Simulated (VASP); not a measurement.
Write the native input for VASP 6.6.1 that does the following.

```yaml
Task: single point
Functional: PBE
Potentials_or_basis: VASP PAW PBE potentials, release 64 (Fe, Pt)
Cutoff: 520 eV
k_mesh: 6 × 6 × 1
Occupations: gaussian, width 0.1 eV
Spin: collinear spin, ferromagnetic start
Starting_moments: "[4.0, 4.0, 4.0, 4.0, 0.0, 0.0, 0.0, 0.0, 0.0, 0.0] μB"
Dipole_correction: no
Further_INCAR_settings: ALGO = Normal; EDIFF = 1e-07; NBANDS = 61
```

The structure of Fe2Pt3 lies in POSCAR:

```
Fe2Pt3
1.0
    2.7301619156      0.0000000000      0.0000000000
   -1.3650809578      2.3643895753      0.0000000000
    0.0000000000      0.0000000000     22.4100102800
Fe Pt
4 6
Direct
    0.3333333333      0.6666666667      0.5000000000
    0.6666666667      0.3333333333      0.0000000000
    0.6666666667      0.3333333333      0.4077707298
    0.6666666667      0.3333333333      0.5922292702
    0.3333333333      0.6666666667      0.6866748636
    0.3333333333      0.6666666667      0.9055493619
    0.3333333333      0.6666666667      0.0944506381
    0.3333333333      0.6666666667      0.3133251364
    0.6666666667      0.3333333333      0.7961366132
    0.6666666667      0.3333333333      0.2038633868
```

These files were run (other wordings do the same):

INCAR

```
ALGO = Normal ; EDIFF = 1E-7
ENCUT = 520 ; GGA = PE
ISIF = 2 ; ISMEAR = 0
ISPIN = 2 ; LASPH = T
LCHARG = T ; LELF = T
LMAXMIX = 4 ; LORBIT = 11
LREAL = F ; LVHAR = T
LWAVE = F ; MAGMOM = 4 4 4 4 0 0 0 0 0 0
NBANDS = 61 ; NELM = 150
PREC = Accurate ; SIGMA = 0.1
```

KPOINTS

```
k-points
0
Gamma
  6 6 1
```

Potentials or basis: VASP PAW PBE potentials, release 64 (Fe, Pt).

Run with:

```sh
$ cat potpaw_PBE.64/Fe/POTCAR potpaw_PBE.64/Pt/POTCAR > POTCAR
$ mpirun -np 1 vasp_std > vasp.out
```

It gave:

```
Pressure                                              : -0.5 GPa
Largest force                                         : 0.011 eV/Å
Band gap on the k mesh                                : zero (filled and empty bands overlap)
Net moment                                            : 12.03 μB per cell
Site moments                                          : Fe +2.74, +2.93, +2.84 (each value once); Pt +0.19, +0.17, -0.03 (each value once) μB
Valence electrons inside the program's atomic spheres : Fe 6.99, 7.00 (each value once); Pt 9.33, 9.25 (each value once)
```

Caveat: the k points lie up to 0.44 Å⁻¹ apart, too coarse for converged energies and pressures of a metal; spin-orbit coupling is left out, which moves the levels of the heavy elements.

Wall time 4.2 min on 1 thread of Intel(R) Xeon(R) 6975P-C (Granite Rapids) (shared host), peak memory 0.36 GiB.
